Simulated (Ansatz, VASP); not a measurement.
**Yb in VASP and in Ansatz**

```xyz
1
Lattice="-1.9685 1.9685 1.9685 1.9685 -1.9685 1.9685 1.9685 1.9685 -1.9685" Properties=species:S:1:pos:R:3 pbc="T T T"
Yb    0.0000    0.0000    0.0000
```

Alike in both runs: task single point; functional PBE; k mesh 12 × 12 × 12; occupations fermi-dirac, width 0.1 eV; no spin polarisation.

|  | VASP | Ansatz |
| --- | --- | --- |
| version | VASP 6.6.1 | Ansatz 0.2.0 |
| potentials or method | VASP PAW PBE potentials, release 64 (Yb), cutoff 520 eV | plane waves (420 eV) with PAW, scalar-relativistic |
| valence electrons in the cell | 24 | 24 |

```tsv
	VASP	Ansatz	Ansatz less VASP
pressure (GPa)	3.2	3.3	+0.13
```

Neither program's run includes spin-orbit coupling.
